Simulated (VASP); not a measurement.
## BeSb: single point with PBE

Crystal: BeSb.

```
Be Sb
1.0
     3.87910    0.00000    0.00000
    -1.93955    3.35940    0.00000
     0.00000    0.00000    3.03755
Be Sb
1 1
Direct
  0.00000 0.00000 0.00000
  0.33333 0.66667 0.50000
```

```json
{
 "Program": "VASP 6.6.1",
 "Task": "single point",
 "Functional": "PBE",
 "Potentials or basis": "VASP PAW PBE potentials, release 64 (Be, Sb)",
 "Cutoff": "520 eV",
 "k mesh": "18 × 18 × 16",
 "Occupations": "gaussian, width 0.1 eV",
 "Spin": "no spin polarisation",
 "Dipole correction": "no",
 "k mesh for the DOS": "27 × 27 × 24",
 "Occupations for the DOS": "tetrahedron",
 "Further INCAR settings": "ALGO = Normal; EDIFF = 1e-06"
}
```

```yaml
Valence_electrons_inside_the_program's_atomic_spheres: Be 0.82; Sb 2.44
```

Levels at points of the mesh, in eV from the Fermi level:
```
           k point  band 1  band 2  band 3  band 4  band 5  band 6  band 7
(0.00, 0.00, 0.00)  -12.31   -0.77   -0.77    2.13    2.44    3.38    3.38
(0.00, 0.00, 0.50)   -9.26   -6.68    2.63    2.63    3.49    3.49    4.01
```

It took 85 s on 1 thread of Intel(R) Xeon(R) 6975P-C (Granite Rapids), on a shared host, peak memory 0.47 GiB.

Caveat: spin-orbit coupling is left out, which moves the levels of the heavy elements.
